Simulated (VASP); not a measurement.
# AlN (P6_3mc) in VASP: a series of runs

AlN is run at these levels: PBEsol; tasks: electric field gradients.

Program: VASP 6.6.1. These are calculated values, not measurements. Logs are shortened: lines on timing, memory, paths and dates and some standing lists are left out, and cuts for length are marked.

### Step 1. The cell of the first run

The structure is hexagonal, space group P6_3mc (No. 186). The conventional cell has a = 3.172 Å, b = 3.172 Å, c = 5.076 Å, α = 90.00°, β = 90.00°, γ = 120.00°. Al (site symmetry 3m) has 4 N at 1.92 to 1.95 Å within 2.5 Å. Within 2.5 Å of N (site symmetry 3m) lie 4 Al at 1.92 to 1.95 Å.

### Step 2. Electric field gradients, PBEsol (volume scaled by 1.06)

The input, INCAR:

```
PREC     = Accurate       # precision mode
ENCUT    = 520            # plane-wave cutoff, eV
EDIFF    = 1E-8           # SCF threshold, eV
ISMEAR   = -1             # smearing method
SIGMA    = 0.02           # smearing width, eV
LREAL    = False          # projectors in reciprocal space
LASPH    = True           # aspherical terms in the spheres
NELM     = 60             # most SCF steps
ALGO     = Normal         # electronic algorithm
ISIF     = 2              # what is computed and relaxed
LWAVE    = False          # write WAVECAR
LCHARG   = False          # write CHGCAR
GGA      = PS             # functional
LEFG     = True         
NBANDS   = 16             # bands
```

The input, KPOINTS:

```
regular mesh
0
Gamma
  11 11 6
```

The input, POSCAR:

```
AlN
1.0
    3.1720176844      0.0000000000      0.0000000000
   -1.5860088422      2.7470478959      0.0000000000
    0.0000000000      0.0000000000      5.0756326300
Al N
2 2
Direct
    0.3333333333      0.6666666667      0.0000000000
    0.6666666667      0.3333333333      0.5000000000
    0.3333333333      0.6666666667      0.3850000000
    0.6666666667      0.3333333333      0.8850000000
```

Potentials or basis: VASP PAW PBE potentials, release 64 (Al, N).

On the command line:

```
$ cat potpaw_PBE.64/Al/POTCAR potpaw_PBE.64/N/POTCAR > POTCAR
$ mpirun -np 1 vasp_std > vasp.out
```

OUTCAR:

```text
PREC = Accurate
   ENCUT = 520
   EDIFF = 1E-8
   ISMEAR = -1
   LREAL = False
   LASPH = True
   NELM = 60
   ISIF = 2
   GGA = PS

 ion  position               nearest neighbor table
   1  0.333  0.667  0.000-   4 1.92   4 1.92   4 1.92   3 1.95   2 3.13   2 3.13   2 3.13   2 3.13
                             2 3.13   2 3.13
   2  0.667  0.333  0.500-   3 1.92   3 1.92   3 1.92   4 1.95   1 3.13   1 3.13   1 3.13   1 3.13
                             1 3.13   1 3.13
   3  0.333  0.667  0.385-   2 1.92   2 1.92   2 1.92   1 1.95
   4  0.667  0.333  0.885-   1 1.92   1 1.92   1 1.92   2 1.95

  LATTYP: Found a hexagonal cell.
 ALAT       =     3.1720176844
 C/A-ratio  =     1.6001274693

  Lattice vectors:

 A1 = (   3.1720176844,   0.0000000000,   0.0000000000)
 A2 = (  -1.5860088422,   2.7470478959,   0.0000000000)
 A3 = (   0.0000000000,   0.0000000000,   5.0756326300)

Analysis of symmetry for initial positions (statically):
=====================================================================
 Subroutine PRICEL returns:
 Original cell was already a primitive cell.

 Routine SETGRP: Setting up the symmetry group for a
 hexagonal supercell.

 Subroutine GETGRP returns: Found 12 space group operations
 (whereof  6 operations were pure point group operations)
 out of a pool of 24 trial point group operations.

The static configuration has the point symmetry C_3v.
 The point group associated with its full space group is C_6v.

Analysis of symmetry for dynamics (positions and initial velocities):
=====================================================================
 Subroutine PRICEL returns:
 Original cell was already a primitive cell.

 Routine SETGRP: Setting up the symmetry group for a
 hexagonal supercell.

 Subroutine GETGRP returns: Found 12 space group operations
 (whereof  6 operations were pure point group operations)
 out of a pool of 24 trial point group operations.

The dynamic configuration has the point symmetry C_3v.
 The point group associated with its full space group is C_6v.

 Subroutine INISYM returns: Found 12 space group operations
 (whereof  6 operations are pure point group operations),
 and found     1 'primitive' translations

----------------------------------------------------------------------------------------

                                     Primitive cell

  volume of cell :      44.2275

  direct lattice vectors                    reciprocal lattice vectors
     3.172017684  0.000000000  0.000000000     0.315256754  0.182013572  0.000000000
    -1.586008842  2.747047896  0.000000000     0.000000000  0.364027144  0.000000000
     0.000000000  0.000000000  5.075632630     0.000000000  0.000000000  0.197019775

  length of vectors
     3.172017684  3.172017684  5.075632630     0.364027144  0.364027144  0.197019775

  position of ions in fractional coordinates (direct lattice)
     0.333333333  0.666666667  0.000000000
     0.666666667  0.333333333  0.500000000
     0.333333333  0.666666667  0.385000000
     0.666666667  0.333333333  0.885000000

  ion indices of the primitive-cell ions
   primitive index   ion index
                 1           1
                 2           2
                 3           3
                 4           4

----------------------------------------------------------------------------------------

 KPOINTS: regular mesh

Automatic generation of k-mesh.
 Grid dimensions read from file:
 generate k-points for:   11   11    6

 Generating k-lattice:

  Cartesian coordinates                     Fractional coordinates (reciprocal lattice)
     0.028659705  0.016546688  0.000000000     0.090909091  0.000000000  0.000000000
     0.000000000  0.033093377  0.000000000     0.000000000  0.090909091  0.000000000
[... 42 lines left out ...]
   total plane-waves  NPLWV =  23040
   dimension x,y,z NGX =    24 NGY =   24 NGZ =   40
   dimension x,y,z NGXF=    48 NGYF=   48 NGZF=   80
   ions per type =               2   2
   NGX,Y,Z   is equivalent  to a cutoff of  12.58, 12.58, 13.10 a.u.
   NGXF,Y,Z  is equivalent  to a cutoff of  25.16, 25.16, 26.20 a.u.
 SYSTEM =  unknown system
   PREC   = accura    normal or accurate (medium, high low for compatibility)
   ISTART =      0    job   : 0-new  1-cont  2-samecut
   ICHARG =      2    charge: 1-file 2-atom 10-const
   ISPIN  =      1    spin polarized calculation?
   LNONCOLLINEAR =      F non collinear calculations
   LSORBIT =      F    spin-orbit coupling
   LASPH  =      T    aspherical Exc in radial PAW
   ENCUT  =  520.0 eV  38.22 Ry    6.18 a.u.   5.90  5.90  9.44*2*pi/ulx,y,z
   NELM   =     60;   NELMIN=  2; NELMDL= -5     # of ELM steps
   EDIFF  = 0.1E-07   stopping-criterion for ELM
   LREAL  =      F    real-space projection
   EDIFFG = 0.1E-06   stopping-criterion for IOM
   NSW    =      0    number of steps for IOM
   IBRION =     -1    ionic relax: 0-MD 1-quasi-New 2-CG
   NFREE  =      0    steps in history (QN), initial steepest desc. (CG)
   ISIF   =      2    stress and relaxation
   ISYM   =      2    0-nonsym 1-usesym 2-fastsym
   POTIM  = 0.5000    time-step for ionic-motion
   TEBEG  =    0.0;   TEEND  =   0.0 temperature during run
   PSTRESS=    0.0 pullay stress
   NELECT =      16.0000    total number of electrons
   NUPDOWN=      -1.0000    fix difference up-down
   EMIN   =  10.00;   EMAX   =-10.00  energy-range for DOS
   EFERMI =   0.00;   METHOD = LEGACY
   ISMEAR =    -1;   SIGMA  =   0.02  broadening in eV -4-tet -1-fermi 0-gaus
   EFERMI_NEDOS =   21; number of points for ismear=-14 and -15
   IALGO  =     38    algorithm
   IMIX   =      4    mixing-type and parameters
     AMIX     =   0.40;   BMIX     =  1.00
     AMIX_MAG =   1.60;   BMIX_MAG =  1.00
  volume/ion in A,a.u.               =      11.06        74.62
  Fermi-wavevector in a.u.,A,eV,Ry     =   1.166498  2.204362 18.513700  1.360719
  Thomas-Fermi vector in A             =   2.303011
   LORBIT       =      0    0 simple, 1 ext, 2 COOP (PROOUT), +10 PAW based schemes
   GGA     = PS    functional components
   LHFCALC =     F    Hartree Fock is set to
   AEXX    =    0.0000 exact exchange contribution
   IVDW    =     0    specifies the selected vdW correction
   LEPSILON=     F    determine dielectric tensor
   LRPA    =     F    only Hartree local field effects (RPA)
 non-spin polarized calculation
  energy-cutoff  :      520.00
  volume of cell :       44.23
 maximum number of plane-waves:      1204
 NGX is ok and might be reduce to    24
   NGX = 11   NGY = 11   NGZ = 19

 number of electron      16.0000002 magnetization

 Free energy of the ion-electron system (eV)
  ---------------------------------------------------
  ext. energy  EPLUGINS =         0.00000000
  ---------------------------------------------------
  free energy    TOTEN  =       -31.23212090 eV

  energy without entropy =      -31.23212090  energy(sigma->0) =      -31.23212090

 E-fermi :   5.9628     XC(G=0): -10.8599

 val. band max:        5.5788824337   @ k =   0.0000   0.0000   0.0000
 cond. band min:       9.1688713495   @ k =   0.0000   0.0000   0.0000
 fundamental gap:      3.5899889157
 Fermi energy:         5.9627638042

 k-point     1 :       0.0000    0.0000    0.0000
  band No.  band energies     occupation
      1      -9.3036      2.00000
      2      -7.2947      2.00000
      3      -0.2527      2.00000
      4       4.6572      2.00000
      5       4.6573      2.00000
      6       5.2980      2.00000
[... 433 lines left out ...]
      3       0.7281      2.00000
      4       2.5484      2.00000
      5       2.9332      2.00000
      6       4.0302      2.00000
[... 8 lines left out ...]
     15      17.3023      0.00000
     16      18.4192      0.00000

 [... further k-points ...]
[... 5 lines left out ...]
  --------------------------------------------------------------------------------------
  -------------------------------------------------------------------------------------
  Total       -2.7306558     -2.7306558     -2.9040997      0.0000000      0.0000000      0.0000000
  in kB      -98.9203229    -98.9203229   -105.2034764      0.0000000      0.0000000      0.0000000
  external PRESSURE =    -101.0147074 kB  Pullay stress =       0.0000000 kB

 VOLUME and BASIS-vectors are now :
 -----------------------------------------------------------------------------
  energy-cutoff  :      520.00
  volume of cell :       44.23
      direct lattice vectors                 reciprocal lattice vectors
     3.172017684  0.000000000  0.000000000     0.315256754  0.182013572  0.000000000
    -1.586008842  2.747047896  0.000000000     0.000000000  0.364027144  0.000000000
     0.000000000  0.000000000  5.075632630     0.000000000  0.000000000  0.197019775

 POSITION                                       TOTAL-FORCE (eV/Angst)
 -----------------------------------------------------------------------------------
     -0.00000      1.83137      0.00000        -0.000000      0.000000      0.174000
      1.58601      0.91568      2.53782         0.000000      0.000000      0.174000
     -0.00000      1.83137      1.95412         0.000000      0.000000     -0.174000
      1.58601      0.91568      4.49193        -0.000000     -0.000000     -0.174000
 -----------------------------------------------------------------------------------
    total drift:                               -0.000000      0.000000      0.000164

  FREE ENERGIE OF THE ION-ELECTRON SYSTEM (eV)
  ---------------------------------------------------
  free  energy   TOTEN  =       -31.2321208987 eV

  energy  without entropy=      -31.2321208986  energy(sigma->0) =      -31.23212090

 Electric field gradients (V/A^2)
---------------------------------------------------------------------
 ion       V_xx      V_yy      V_zz      V_xy      V_xz      V_yz
---------------------------------------------------------------------
   1      -3.951    -3.951     7.903     0.000     0.000    -0.000
   2      -3.951    -3.951     7.903     0.000    -0.000     0.000
   3      -0.123    -0.125     0.248    -0.001     0.000    -0.000
   4      -0.123    -0.125     0.248    -0.001    -0.000     0.000
---------------------------------------------------------------------

 Electric field gradients after diagonalization (V/A^2)
 (convention: |V_zz| > |V_xx| > |V_yy|)
----------------------------------------------------------------------
 ion       V_xx      V_yy      V_zz     asymmetry (V_yy - V_xx)/ V_zz
----------------------------------------------------------------------
   1      -3.951    -3.951     7.903       0.000
   2      -3.951    -3.951     7.903       0.000
   3      -0.125    -0.123     0.248       0.010
   4      -0.125    -0.123     0.248       0.010
----------------------------------------------------------------------

           NMR quadrupolar parameters

 Cq : quadrupolar parameter    Cq=e*Q*V_zz/h
 eta: asymmetry parameters     (V_yy - V_xx)/ V_zz
 Q  : nuclear electric quadrupole moment in mb (millibarn)
----------------------------------------------------------------------
 ion       Cq(MHz)       eta       Q (mb)
----------------------------------------------------------------------
   1       0.019       0.000       1.000
   2       0.019       0.000       1.000
   3       0.001       0.010       1.000
   4       0.001       0.010       1.000
----------------------------------------------------------------------
```

Wall time 28 s (1 thread of AMD EPYC 7R13 (Zen 3), shared host); peak memory 0.15 GiB.

Results:

* Free energy: -31.2321 eV
* Pressure: -10.1 GPa
* Largest force: 0.174 eV/Å
* Band gap on the k mesh: 3.59 eV, direct

Forces on the atoms (eV/Å):
```
Al   0.000  0.000  0.174
Al   0.000  0.000  0.174
N    0.000  0.000 -0.174
N    0.000  0.000 -0.174
```

Levels at points of the mesh, in eV from the valence-band top:
```
           k point  band 4  band 5  band 6  band 7  band 8  band 9  band 10  band 11  band 12  band 13
(0.00, 0.00, 0.00)   -0.92   -0.92   -0.28   -0.28    0.00    3.59     6.03    10.04    10.57    10.57
(0.00, 0.00, 0.50)   -3.29   -0.61   -0.61   -0.61   -0.61    5.87     5.87     9.71     9.71    10.89
```

Electric field gradients, principal values (V/Å²):
| atom | least | middle | greatest (by size) |
| --- | --- | --- | --- |
| 1 Al | -3.951 | -3.951 | 7.903 |
| 2 Al | -3.951 | -3.951 | 7.903 |
| 3 N | -0.123 | -0.125 | 0.248 |
| 4 N | -0.123 | -0.125 | 0.248 |

Caveat: without QUAD_EFG the Cq values of the log hold for a quadrupole moment of 1 mb, not for the nuclei; the PAW data sets were made with another functional, which shifts forces and pressure a little.

### Step 3. Electric field gradients, PBEsol (equal xx and yy strain of -1 %)

The input, INCAR:

```
SYSTEM = AlN
PREC = Accurate ; ENCUT = 520
EDIFF = 1E-8 ; ISMEAR = -1
SIGMA = 0.02 ; LREAL = .False.
LASPH = .True. ; NELM = 80
ALGO = Normal ; ISIF = 2
LWAVE = .False. ; LCHARG = .False.
GGA = PS ; LEFG = .True.
NBANDS = 16
```

The input, KPOINTS:

```
Automatic mesh
0
Gamma
  11 11 6
  0 0 0
```

The input, POSCAR:

```
AlN
1.0
    3.0798921301      0.0000000000      0.0000000000
   -1.5399460650      2.6672648256      0.0000000000
    0.0000000000      0.0000000000      4.9780000000
Al N
2 2
Direct
    0.3333333333      0.6666666667      0.0000000000
    0.6666666667      0.3333333333      0.5000000000
    0.3333333333      0.6666666667      0.3850000000
    0.6666666667      0.3333333333      0.8850000000
```

Potentials or basis: VASP PAW PBE potentials, release 64 (Al, N).

On the command line:

```
$ cat potpaw_PBE.64/Al/POTCAR potpaw_PBE.64/N/POTCAR > POTCAR
$ mpirun -np 1 vasp_std > vasp.out
```

OUTCAR:

```text
SYSTEM = AlN
   PREC = Accurate
   ENCUT = 520
   EDIFF = 1E-8
   ISMEAR = -1
   LREAL = .False.
   LASPH = .True.
   NELM = 80
   ISIF = 2
   GGA = PS

 ion  position               nearest neighbor table
   1  0.333  0.667  0.000-   4 1.87   4 1.87   4 1.87   3 1.92   2 3.06   2 3.06   2 3.06   2 3.06
                             2 3.06   2 3.06
   2  0.667  0.333  0.500-   3 1.87   3 1.87   3 1.87   4 1.92   1 3.06   1 3.06   1 3.06   1 3.06
                             1 3.06   1 3.06
   3  0.333  0.667  0.385-   2 1.87   2 1.87   2 1.87   1 1.92
   4  0.667  0.333  0.885-   1 1.87   1 1.87   1 1.87   2 1.92

  LATTYP: Found a hexagonal cell.
 ALAT       =     3.0798921301
 C/A-ratio  =     1.6162903731

  Lattice vectors:

 A1 = (   3.0798921301,   0.0000000000,   0.0000000000)
 A2 = (  -1.5399460650,   2.6672648256,   0.0000000000)
 A3 = (   0.0000000000,   0.0000000000,   4.9780000000)

Analysis of symmetry for initial positions (statically):
=====================================================================
 Subroutine PRICEL returns:
[... 664 lines left out ...]
      1.53995      0.88909      2.48900         0.000000     -0.000000      0.301442
     -0.00000      1.77818      1.91653        -0.000000     -0.000000     -0.301442
      1.53995      0.88909      4.40553         0.000000      0.000000     -0.301442
 -----------------------------------------------------------------------------------
    total drift:                                0.000000      0.000000     -0.000138

  FREE ENERGIE OF THE ION-ELECTRON SYSTEM (eV)
  ---------------------------------------------------
  free  energy   TOTEN  =       -31.2874310260 eV

  energy  without entropy=      -31.2874310260  energy(sigma->0) =      -31.28743103

 Electric field gradients (V/A^2)
---------------------------------------------------------------------
 ion       V_xx      V_yy      V_zz      V_xy      V_xz      V_yz
---------------------------------------------------------------------
   1      -5.560    -5.560    11.121     0.000    -0.000     0.000
   2      -5.560    -5.560    11.121     0.000     0.000    -0.000
   3      -1.440    -1.439     2.879     0.000    -0.000     0.000
   4      -1.440    -1.439     2.879     0.000     0.000    -0.000
---------------------------------------------------------------------

 Electric field gradients after diagonalization (V/A^2)
 (convention: |V_zz| > |V_xx| > |V_yy|)
----------------------------------------------------------------------
 ion       V_xx      V_yy      V_zz     asymmetry (V_yy - V_xx)/ V_zz
----------------------------------------------------------------------
   1      -5.560    -5.560    11.121       0.000
   2      -5.560    -5.560    11.121       0.000
   3      -1.440    -1.439     2.879       0.000
   4      -1.440    -1.439     2.879       0.000
----------------------------------------------------------------------

           NMR quadrupolar parameters

 Cq : quadrupolar parameter    Cq=e*Q*V_zz/h
 eta: asymmetry parameters     (V_yy - V_xx)/ V_zz
 Q  : nuclear electric quadrupole moment in mb (millibarn)
----------------------------------------------------------------------
 ion       Cq(MHz)       eta       Q (mb)
----------------------------------------------------------------------
   1       0.027       0.000       1.000
   2       0.027       0.000       1.000
   3       0.007       0.000       1.000
   4       0.007       0.000       1.000
----------------------------------------------------------------------
```

OSZICAR:

```text
N       E                     dE             d eps       ncg     rms          rms(c)
DAV:   1     0.405897522996E+02    0.40590E+02   -0.72757E+03  2048   0.895E+02
DAV:   2    -0.323482323368E+02   -0.72938E+02   -0.67347E+02  2864   0.188E+02
DAV:   3    -0.358103059025E+02   -0.34621E+01   -0.34532E+01  2608   0.425E+01
DAV:   4    -0.358307883730E+02   -0.20482E-01   -0.20481E-01  2504   0.369E+00
DAV:   5    -0.358310472521E+02   -0.25888E-03   -0.25888E-03  2648   0.418E-01    0.119E+01
DAV:   6    -0.313434313242E+02    0.44876E+01   -0.95993E+00  2432   0.225E+01    0.425E+00
DAV:   7    -0.313247121900E+02    0.18719E-01   -0.63841E-01  2224   0.556E+00    0.293E+00
DAV:   8    -0.312917602767E+02    0.32952E-01   -0.69633E-02  2288   0.222E+00    0.558E-01
DAV:   9    -0.312871568669E+02    0.46034E-02   -0.12046E-02  2664   0.816E-01    0.245E-01
DAV:  10    -0.312875021721E+02   -0.34531E-03   -0.13404E-03  2232   0.237E-01    0.148E-01
DAV:  11    -0.312874321815E+02    0.69991E-04   -0.11553E-04  2424   0.790E-02    0.308E-02
DAV:  12    -0.312874314351E+02    0.74638E-06   -0.50604E-06  2368   0.193E-02    0.504E-03
DAV:  13    -0.312874309853E+02    0.44982E-06   -0.17845E-06  2568   0.994E-03    0.358E-03
DAV:  14    -0.312874310086E+02   -0.23332E-07   -0.12454E-07  2336   0.300E-03    0.894E-04
DAV:  15    -0.312874310265E+02   -0.17858E-07   -0.56842E-09  1400   0.569E-04    0.158E-04
DAV:  16    -0.312874310260E+02    0.44827E-09   -0.38525E-10  1248   0.221E-04
   1 F= -.31287431E+02 E0= -.31287431E+02  d E =-.274449E-10
```

Wall time 68 s (1 thread of Intel Xeon 8259CL, shared host); peak memory 0.17 GiB.

What came out:

```
Free energy            : -31.2874 eV
Pressure               : 5.0 GPa
Largest force          : 0.301 eV/Å
Band gap on the k mesh : 4.29 eV, direct
```

Forces in eV/Å, atoms in the order of the input:
```
Al   0.000  0.000  0.301
Al   0.000  0.000  0.301
N    0.000  0.000 -0.301
N    0.000  0.000 -0.301
```

Stress tensor (GPa, compression positive):
```
7.25 0.00 0.00
0.00 7.25 0.00
0.00 0.00 0.58
```

Electric field gradients, principal values (V/Å²):
| atom | least | middle | greatest (by size) |
| --- | --- | --- | --- |
| 1 Al | -5.560 | -5.560 | 11.121 |
| 2 Al | -5.560 | -5.560 | 11.121 |
| 3 N | -1.439 | -1.440 | 2.879 |
| 4 N | -1.439 | -1.440 | 2.879 |

Caveat: the cell differs from its parent crystal (equal xx and yy strain of -1 %); without QUAD_EFG the Cq values of the log hold for a quadrupole moment of 1 mb, not for the nuclei; the PAW data sets were made with another functional, which shifts forces and pressure a little. A k mesh can miss the band edges.
